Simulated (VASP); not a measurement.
# ZrB2 (P6/mmm) in VASP: further runs

The runs below take ZrB2 through relaxation of cell and atoms, with RPBE+D3(BJ), r2SCAN.

All numbers are computed with VASP 6.6.1; they aren't measurements. Logs are shortened: lines on timing, memory, paths and dates and some standing lists are left out, and cuts for length are marked.

### Step 1. The cell of the first run

Symmetry: P6/mmm, No. 191, hexagonal system. The conventional cell has a = 3.170 Å, b = 3.170 Å, c = 3.533 Å, α = 90.00°, β = 90.00°, γ = 120.00°. Within 3.4 Å of Zr (site symmetry 6/mmm) lie 12 B at 2.54 Å and 6 Zr at 3.17 Å. B (site symmetry -6m2) has 3 B at 1.83 Å within 2.4 Å.

### Step 2. Relaxation of cell and atoms, RPBE+D3(BJ)

INCAR

```
SYSTEM = ZrB2
ALGO = Normal ; EDIFF = 1E-6
EDIFFG = -0.01 ; ENCUT = 600
GGA = RP ; IBRION = 2
ISIF = 3 ; ISMEAR = -1
IVDW = 12 ; LASPH = .TRUE.
LCHARG = .FALSE. ; LREAL = .FALSE.
LWAVE = .FALSE. ; NELM = 60
NSW = 80 ; PREC = Accurate
SIGMA = 0.05
```

KPOINTS

```
k-points
0
G
  10 10 8
  0 0 0
```

POSCAR

```
ZrB2
1.0
    3.1700000000      0.0000000000      0.0000000000
   -1.5850000000      2.7453005300      0.0000000000
    0.0000000000      0.0000000000      3.5330000000
Zr B
1 2
Direct
    0.0000000000      0.0000000000      0.0000000000
    0.6666666667      0.3333333333      0.5000000000
    0.3333333333      0.6666666667      0.5000000000
```

Potentials or basis: VASP PAW PBE potentials, release 64 (Zr_sv, B).

Started as:

```console
> cat potpaw_PBE.64/Zr_sv/POTCAR potpaw_PBE.64/B/POTCAR > POTCAR
> mpirun -np 1 vasp_std > vasp.out
```

OUTCAR:

```text
SYSTEM = ZrB2
   EDIFF = 1E-6
   EDIFFG = -0.01
   ENCUT = 600
   GGA = RP
   IBRION = 2
   ISIF = 3
   ISMEAR = -1
   IVDW = 12
   LASPH = .TRUE.
   LREAL = .FALSE.
   NELM = 60
   NSW = 80
   PREC = Accurate
 IVDW          = 12

 ion  position               nearest neighbor table
   1  0.000  0.000  0.000-   2 2.54   3 2.54   2 2.54   3 2.54   2 2.54   2 2.54   3 2.54   3 2.54
                             2 2.54   2 2.54   3 2.54   3 2.54
   2  0.667  0.333  0.500-   3 1.83   3 1.83   3 1.83   1 2.54   1 2.54   1 2.54   1 2.54   1 2.54
                             1 2.54
   3  0.333  0.667  0.500-   2 1.83   2 1.83   2 1.83   1 2.54   1 2.54   1 2.54   1 2.54   1 2.54
                             1 2.54

  LATTYP: Found a hexagonal cell.
 ALAT       =     3.1700000000
 C/A-ratio  =     1.1145110410

  Lattice vectors:

 A1 = (   3.1700000000,   0.0000000000,   0.0000000000)
 A2 = (  -1.5850000000,   2.7453005300,   0.0000000000)
 A3 = (   0.0000000000,   0.0000000000,   3.5330000000)

Analysis of symmetry for initial positions (statically):
=====================================================================
 Subroutine PRICEL returns:
 Original cell was already a primitive cell.

 Routine SETGRP: Setting up the symmetry group for a
 hexagonal supercell.

 Subroutine GETGRP returns: Found 24 space group operations
 (whereof 24 operations were pure point group operations)
 out of a pool of 24 trial point group operations.

The static configuration has the point symmetry D_6h.

Analysis of symmetry for dynamics (positions and initial velocities):
=====================================================================
 Subroutine PRICEL returns:
 Original cell was already a primitive cell.

 Routine SETGRP: Setting up the symmetry group for a
 hexagonal supercell.

 Subroutine GETGRP returns: Found 24 space group operations
 (whereof 24 operations were pure point group operations)
 out of a pool of 24 trial point group operations.

The dynamic configuration has the point symmetry D_6h.

 Subroutine INISYM returns: Found 24 space group operations
 (whereof 24 operations are pure point group operations),
 and found     1 'primitive' translations

----------------------------------------------------------------------------------------

                                     Primitive cell

  volume of cell :      30.7463

  direct lattice vectors                    reciprocal lattice vectors
     3.170000000  0.000000000  0.000000000     0.315457413  0.182129422  0.000000000
    -1.585000000  2.745300530  0.000000000     0.000000000  0.364258845  0.000000000
     0.000000000  0.000000000  3.533000000     0.000000000  0.000000000  0.283045570

  length of vectors
     3.170000000  3.170000000  3.533000000     0.364258845  0.364258845  0.283045570

  position of ions in fractional coordinates (direct lattice)
     0.000000000  0.000000000  0.000000000
     0.666666667  0.333333333  0.500000000
     0.333333333  0.666666667  0.500000000

  ion indices of the primitive-cell ions
   primitive index   ion index
                 1           1
                 2           2
                 3           3

----------------------------------------------------------------------------------------

 KPOINTS: k-points

Automatic generation of k-mesh.
 Grid dimensions read from file:
 generate k-points for:   10   10    8

 Generating k-lattice:

  Cartesian coordinates                     Fractional coordinates (reciprocal lattice)
     0.031545741  0.018212942  0.000000000     0.100000000  0.000000000  0.000000000
     0.000000000  0.036425884  0.000000000     0.000000000  0.100000000  0.000000000
     0.000000000  0.000000000  0.035380696     0.000000000  0.000000000  0.125000000

  Length of vectors
     0.036425884  0.036425884  0.035380696

  Shift w.r.t. Gamma in fractional coordinates (k-lattice)
     0.000000000  0.000000000  0.000000000

 Subroutine IBZKPT returns following result:
 ===========================================

 Found     70 irreducible k-points:

 Following reciprocal coordinates:
            Coordinates               Weight
  0.000000  0.000000  0.000000      1.000000
  0.100000 -0.000000  0.000000      6.000000
  0.200000 -0.000000  0.000000      6.000000
  0.300000  0.000000  0.000000      6.000000
  0.400000  0.000000  0.000000      6.000000
  0.500000  0.000000  0.000000      3.000000
[... 16 lines left out ...]
  0.300000  0.100000  0.125000     24.000000
  0.400000  0.100000  0.125000     24.000000
 [... further k-points ...]
   k-points           NKPTS =     70   k-points in BZ     NKDIM =     70   number of bands    NBANDS=     13
   number of dos      NEDOS =    301   number of ions     NIONS =      3
   total plane-waves  NPLWV =  21952
   dimension x,y,z NGX =    28 NGY =   28 NGZ =   28
   dimension x,y,z NGXF=    56 NGYF=   56 NGZF=   56
   ions per type =               1   2
   NGX,Y,Z   is equivalent  to a cutoff of  14.68, 14.68, 13.18 a.u.
   NGXF,Y,Z  is equivalent  to a cutoff of  29.37, 29.37, 26.35 a.u.
 SYSTEM =  ZrB2
   PREC   = accura    normal or accurate (medium, high low for compatibility)
   ISTART =      0    job   : 0-new  1-cont  2-samecut
   ICHARG =      2    charge: 1-file 2-atom 10-const
   ISPIN  =      1    spin polarized calculation?
   LNONCOLLINEAR =      F non collinear calculations
   LSORBIT =      F    spin-orbit coupling
   LASPH  =      T    aspherical Exc in radial PAW
   ENCUT  =  600.0 eV  44.10 Ry    6.64 a.u.   6.33  6.33  7.06*2*pi/ulx,y,z
   NELM   =     60;   NELMIN=  2; NELMDL= -5     # of ELM steps
   EDIFF  = 0.1E-05   stopping-criterion for ELM
   LREAL  =      F    real-space projection
   EDIFFG = -.1E-01   stopping-criterion for IOM
   NSW    =     80    number of steps for IOM
   IBRION =      2    ionic relax: 0-MD 1-quasi-New 2-CG
   NFREE  =      1    steps in history (QN), initial steepest desc. (CG)
   ISIF   =      3    stress and relaxation
   ISYM   =      2    0-nonsym 1-usesym 2-fastsym
   POTIM  = 0.5000    time-step for ionic-motion
   TEBEG  =    0.0;   TEEND  =   0.0 temperature during run
   PSTRESS=    0.0 pullay stress
   NELECT =      18.0000    total number of electrons
   NUPDOWN=      -1.0000    fix difference up-down
   EMIN   =  10.00;   EMAX   =-10.00  energy-range for DOS
   EFERMI =   0.00;   METHOD = LEGACY
   ISMEAR =    -1;   SIGMA  =   0.05  broadening in eV -4-tet -1-fermi 0-gaus
   EFERMI_NEDOS =   21; number of points for ismear=-14 and -15
   IALGO  =     38    algorithm
   IMIX   =      4    mixing-type and parameters
     AMIX     =   0.40;   BMIX     =  1.00
     AMIX_MAG =   1.60;   BMIX_MAG =  1.00
  volume/ion in A,a.u.               =      10.25        69.16
  Fermi-wavevector in a.u.,A,eV,Ry     =   1.369519  2.588016 25.518847  1.875582
  Thomas-Fermi vector in A             =   2.495387
   LORBIT       =      0    0 simple, 1 ext, 2 COOP (PROOUT), +10 PAW based schemes
   GGA     = RP    functional components
   LHFCALC =     F    Hartree Fock is set to
   AEXX    =    0.0000 exact exchange contribution
   IVDW    =    12    specifies the selected vdW correction
   LEPSILON=     F    determine dielectric tensor
   LRPA    =     F    only Hartree local field effects (RPA)
 conjugate gradient relaxation of ions
 non-spin polarized calculation
  energy-cutoff  :      600.00
  volume of cell :       30.75
 maximum number of plane-waves:      1046
 NGX is ok and might be reduce to    28
   NGX = 13   NGY = 13   NGZ = 15

--------------------------------------- Ionic step        1  -------------------------------------------

 number of electron      18.0000000 magnetization

 Free energy of the ion-electron system (eV)
  ---------------------------------------------------
  ext. energy  EPLUGINS =         0.00000000
  ---------------------------------------------------
  free energy    TOTEN  =       -23.86997514 eV

  energy without entropy =      -23.86712098  energy(sigma->0) =      -23.86854806

------------------------ aborting loop because EDIFF is reached ----------------------------------------

 Edisp (eV)   -6.31334

 E8    (eV) :    -4.2063

  FORCE on cell =-STRESS in cart. coord.  units (eV):
  Direction    XX          YY          ZZ          XY          YZ          ZX
  --------------------------------------------------------------------------------------
  -------------------------------------------------------------------------------------
  Total      -5.97907    -5.97907    -5.87802     0.00000     0.00000    -0.00000
  in kB    -311.56694  -311.56694  -306.30119     0.00000     0.00000    -0.00000
  external pressure =     -309.81 kB  Pullay stress =        0.00 kB
[... 309 lines left out ...]
  energy  without entropy=      -30.5634699041  energy(sigma->0) =      -30.56481416

--------------------------------------- Ionic step        9  -------------------------------------------

 number of electron      18.0000000 magnetization

 Free energy of the ion-electron system (eV)
  ---------------------------------------------------
  ext. energy  EPLUGINS =         0.00000000
  ---------------------------------------------------
  free energy    TOTEN  =       -23.37595411 eV

  energy without entropy =      -23.37327257  energy(sigma->0) =      -23.37461334

 E-fermi :  11.9237     XC(G=0): -13.0003

 val. band max:       11.8915899891   @ k =   0.2000   0.2000   0.1250
 cond. band min:      12.0926653621   @ k =   0.1000  -0.0000   0.5000
 fundamental gap:      0.2010753729
 Fermi energy:        11.9237098196

 k-point     1 :       0.0000    0.0000    0.0000
  band No.  band energies     occupation
      1     -36.2105      2.00000
      2     -14.4627      2.00000
      3     -13.7140      2.00000
      4     -13.7140      2.00000
      5      -1.2819      2.00000
      6       9.1198      2.00000
      7       9.1198      2.00000
      8       9.1823      2.00000
      9       9.8443      2.00000
     10      16.0328      0.00000
     11      16.0328      0.00000
     12      16.9483      0.00000
     13      16.9483      0.00000
[... 353 lines left out ...]
 k-point    24 :       0.4000    0.1000    0.1250
  band No.  band energies     occupation
      1     -36.0135      2.00000
      2     -15.0159      2.00000
      3     -14.2639      2.00000
      4     -14.0994      2.00000
      5       2.4247      2.00000
      6       3.6973      2.00000
      7       7.5362      2.00000
      8       8.3709      2.00000
      9       9.7252      2.00000
     10      13.3795      0.00000
     11      16.3496      0.00000
     12      16.6069      0.00000
     13      18.5279      0.00000

 [... further k-points ...]

------------------------ aborting loop because EDIFF is reached ----------------------------------------

 Edisp (eV)   -7.19034

 E8    (eV) :    -4.7917

  FORCE on cell =-STRESS in cart. coord.  units (eV):
  Direction    XX          YY          ZZ          XY          YZ          ZX
  --------------------------------------------------------------------------------------
  -------------------------------------------------------------------------------------
  Total       0.00109     0.00109     0.00568     0.00000    -0.00000     0.00000
  in kB       0.06413     0.06413     0.33502     0.00000    -0.00000     0.00000
  external pressure =        0.15 kB  Pullay stress =        0.00 kB
[... 18 lines left out ...]
  FREE ENERGIE OF THE ION-ELECTRON SYSTEM (eV)
  ---------------------------------------------------
  free  energy   TOTEN  =       -30.5662914323 eV

  energy  without entropy=      -30.5636098882  energy(sigma->0) =      -30.56495066

 reached required accuracy - stopping structural energy minimisation
```

Run time: 2.5 min. Hardware: 1 thread of AMD EPYC 7R43 (Zen 3), shared host; peak memory 0.17 GiB.

What came out:

```yaml
Free_energy: -30.5663 eV
Relaxed_volume: 9.05 Å³/atom
Relaxed_cell: a = 3.047 Å, b = 3.047 Å, c = 3.377 Å, α = 90.00°, β = 90.00°, γ = 120.00°
Space_group_after_relaxing_to_0.05_Å: P6/mmm (No. 191)
Energy_gained_by_relaxing: 127.7 meV/atom
Ionic_steps: 9
Pressure_after_relaxing: 0.0 GPa
Band_gap_on_the_k_mesh: zero (band 9 reaches 12.64 eV, above the bottom of band 10 at 11.76 eV)
Dispersion_energy_per_atom: -2.397 eV
```

Step by step:
```
step  energy change (eV)  largest force (eV/Å)  pressure (GPa)  volume (Å³)
   1              0.0000                0.0000          -30.98        30.75
   2              0.5510                0.0000           77.60        22.74
   3             -0.3810                0.0000           -1.86        27.33
   4             -0.3820                0.0000           -0.31        27.19
   5             -0.3819                0.0000            0.47        27.13
   6             -0.3829                0.0000            0.56        27.11
   7             -0.3829                0.0000            0.55        27.11
   8             -0.3828                0.0000           -0.68        27.22
   9             -0.3830                0.0000            0.02        27.16
```

Final structure:
```
CELL_PARAMETERS angstrom
3.04725 0.00000 0.00000
-1.52363 2.63900 0.00000
0.00000 0.00000 3.37715
ATOMIC_POSITIONS crystal
Zr 0.00000 0.00000 0.00000
B 0.66667 0.33333 0.50000
B 0.33333 0.66667 0.50000
```

Levels at points of the mesh, in eV from the Fermi level:
| k point | band 7 | band 8 | band 9 | band 10 | band 11 | band 12 |
| --- | --- | --- | --- | --- | --- | --- |
| (0.00, 0.00, 0.00) | -2.80 | -2.74 | -2.08 | 4.11 | 4.11 | 5.02 |
| (0.50, 0.00, 0.00) | -4.19 | -3.07 | -2.94 | 2.63 | 2.79 | 5.84 |
| (0.00, 0.00, 0.50) | -0.91 | -0.91 | 0.43 | 0.43 | 0.99 | 0.99 |
| (0.50, 0.00, 0.50) | -4.97 | -4.44 | -1.54 | 4.63 | 4.82 | 6.32 |

Caveat: the PAW data sets were made with another functional, which shifts forces and pressure a little; the volume moved by -12 % from the deposited cell, more than functionals usually miss; pairwise dispersion overbinds metals, which lowers pressure and volume.

### Step 3. Relaxation of cell and atoms, r2SCAN, target pressure 10 GPa, at which the enthalpy is minimised

POSCAR is that of step 2.

INCAR.step1

```
PREC = Accurate
ENCUT = 600
ISMEAR = -1
SIGMA = 0.05
LREAL = F
LASPH = T
NELM = 100
GGA = PE
ALGO = Normal
EDIFF = 1E-4
LWAVE = T
LCHARG = F
```

INCAR.step2

```
PREC = Accurate
ENCUT = 600
EDIFF = 1E-6
ISMEAR = -1
SIGMA = 0.05
LREAL = F
LASPH = T
NELM = 100
ALGO = Normal
ISIF = 3
LWAVE = F
LCHARG = F
METAGGA = R2SCAN
LMIXTAU = T
IBRION = 2
NSW = 60
EDIFFG = -0.01
PSTRESS = 100.0
ISTART = 1
```

KPOINTS

```
regular mesh
0
Gamma
  10 10 8
```

Potentials or basis: VASP PAW PBE potentials, release 64 (Zr_sv, B).

Started as:

```console
> cat potpaw_PBE.64/Zr_sv/POTCAR potpaw_PBE.64/B/POTCAR > POTCAR
> cp INCAR.step1 INCAR
> mpirun -np 1 vasp_std > vasp.out
> cp INCAR.step2 INCAR
> mpirun -np 1 vasp_std > vasp.out
```

It took 5.9 min on 1 thread of Intel Xeon Platinum 8559C (Emerald Rapids), shared host; peak memory 0.19 GiB.

Results (log left out):

- Free energy: -40.6001 eV
- Relaxed volume: 9.90 Å³/atom
- Relaxed cell: a = 3.129 Å, b = 3.129 Å, c = 3.504 Å, α = 90.00°, β = 90.00°, γ = 120.00°
- Space group after relaxing (to 0.05 Å): P6/mmm (No. 191)
- Energy change on relaxing (the enthalpy is what falls): +11.3 meV/atom
- Ionic steps: 5
- Pressure after relaxing: 10.1 GPa
- Band gap on the k mesh: zero (band 9 reaches 11.71 eV, above the bottom of band 10 at 10.76 eV)

The path:
```csv
step,energy change (eV),largest force (eV/Å),pressure (GPa),volume (Å³)
1,0.0000,0.0000,0.88,30.75
2,0.1982,0.0000,25.99,28.22
3,0.0332,0.0000,9.92,29.72
4,0.0344,0.0000,10.06,29.70
5,0.0339,0.0000,10.07,29.70
```

Final structure:
```xyz
3
Lattice="3.1287 0.0000 0.0000 -1.5643 2.7095 0.0000 0.0000 0.0000 3.5042" Properties=species:S:1:pos:R:3 pbc="T T T"
Zr   -1.5643    2.7095    0.0000
B     1.5643    0.9032    1.7521
B     0.0000    1.8063    1.7521
```

Levels at points of the mesh, in eV from the Fermi level:
```tsv
k point	band 5	band 6	band 7	band 8	band 9	band 10	band 11	band 12	band 13
(0.00, 0.00, 0.00)	-13.73	-2.74	-2.74	-2.69	-2.55	3.86	3.86	4.66	4.66
(0.50, 0.00, 0.00)	-9.62	-9.17	-4.22	-3.25	-2.81	2.42	2.62	5.49	5.58
(0.00, 0.00, 0.50)	-11.53	-7.44	-0.96	-0.96	0.50	0.50	0.96	0.96	2.07
(0.50, 0.00, 0.50)	-10.75	-7.52	-4.92	-4.43	-2.10	4.19	4.50	5.88	6.85
```

Caveat: the cell is relaxed towards a set pressure, so the enthalpy falls and the energy may rise; the PAW data sets were made with another functional, which shifts forces and pressure a little.
